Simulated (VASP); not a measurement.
Ti3S2: single point with PBE

Ti3S2:

```
Ti S
1.0
     4.50520    0.00000    0.00000
     1.23742    4.33193    0.00000
     1.23742    0.93345    4.23016
Ti S
3 2
Direct
  0.33565 0.66434 0.00000
  0.66434 0.00000 0.33565
  0.00000 0.33565 0.66434
  0.83216 0.83216 0.83216
  0.16784 0.16784 0.16784
```

| Property | Result |
| --- | --- |
| Program | VASP 6.6.1 |
| Task | single point |
| Functional | PBE |
| Potentials or basis | VASP PAW PBE potentials, release 64 (Ti_sv, S) |
| Cutoff | 520 eV |
| k mesh | 6 × 6 × 6 |
| Occupations | methfessel-paxton, width 0.1 eV |
| Spin | no spin polarisation |

The pressure is 0.4 GPa, the largest force is 0.040 eV/Å and the band gap on the k mesh is zero (bands 24 and 25 overlap by 0.22 eV).

Forces in eV/Å, atoms in the order of the input:
```
Ti   0.024 -0.032  0.000
Ti  -0.024  0.007  0.031
Ti   0.000  0.025 -0.031
S   -0.019 -0.014 -0.011
S    0.019  0.014  0.011
```

Levels at points of the mesh, in eV from the Fermi level:
```csv
k point,band 20,band 21,band 22,band 23,band 24,band 25,band 26,band 27,band 28,band 29
"(0.00, 0.00, 0.00)",-3.91,-2.12,-1.39,0.01,0.01,0.59,0.59,1.80,1.80,1.94
"(0.50, 0.00, 0.00)",-3.28,-0.91,-0.88,-0.65,-0.42,-0.13,0.85,1.31,1.40,1.85
"(0.50, 0.50, 0.00)",-3.38,-1.43,-1.01,-0.67,-0.19,0.12,0.69,1.38,1.55,1.55
"(0.50, 0.50, 0.50)",-4.10,-0.80,-0.15,-0.15,-0.04,0.33,0.33,0.84,0.84,1.91
```

It took 3 min on 1 thread of Intel Xeon 8259CL, on a shared host, peak memory 0.24 GiB.
